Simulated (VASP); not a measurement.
Write the native input for VASP 6.6.1 that does the following.

- Task: relaxation of shape and atoms at fixed volume
- Functional: PBE
- Dispersion: D4
- Potentials or basis: VASP PAW PBE potentials, release 64 (Zr_sv, Si)
- Cutoff: 600 eV
- k mesh: 6 × 6 × 6
- Occupations: gaussian, width 0.05 eV
- Spin: no spin polarisation
- Dipole correction: no
- Further INCAR settings: ALGO = Normal; EDIFF = 1e-06; IBRION = 2; EDIFFG = -0.02; NSW = 60; ISIF = 4

The structure of ZrSi2 lies in POSCAR:

```
ZrSi2
1.0
    1.8581510001     -7.3459593984      0.0000000000
    1.8581510001      7.3459593984      0.0000000000
    0.0000000000      0.0000000000      3.6725538926
Zr Si
2 4
Direct
    0.6046286350      0.3953713650      0.2500000000
    0.3953713650      0.6046286350      0.7500000000
    0.9462977221      0.0537022779      0.2500000000
    0.0537022779      0.9462977221      0.7500000000
    0.2499904891      0.7500095109      0.2500000000
    0.7500095109      0.2499904891      0.7500000000
```

The input as run:

INCAR

```
SYSTEM = ZrSi2
PREC = Accurate
ENCUT = 600
EDIFF = 1E-6
ISMEAR = 0
SIGMA = 0.05
LREAL = .FALSE.
LASPH = .TRUE.
NELM = 60
ALGO = Normal
ISIF = 4
LWAVE = .FALSE.
LCHARG = .FALSE.
GGA = PE
IVDW = 13
IBRION = 2
NSW = 60
EDIFFG = -0.02
```

KPOINTS

```
Automatic mesh
0
G
  6 6 6
  0 0 0
```

Potentials or basis: VASP PAW PBE potentials, release 64 (Zr_sv, Si).

The run is started by

```sh
$ cat potpaw_PBE.64/Zr_sv/POTCAR potpaw_PBE.64/Si/POTCAR > POTCAR
$ mpirun -np 1 vasp_std > vasp.out
```

Results of the run:

| Item | Value |
| --- | --- |
| Energy gained by relaxing | 0.0 meV/atom |
| Ionic steps | 2 |
| Pressure after relaxing | -2.6 GPa |
| Largest force after relaxing | 0.008 eV/Å |
| Band gap on the k mesh | zero (bands 20 and 21 overlap by 0.77 eV) |
| Dispersion energy per atom | -0.357 eV |

It took 14 min on 1 thread of Intel Xeon 8259CL, on a shared host, peak memory 0.4 GiB.
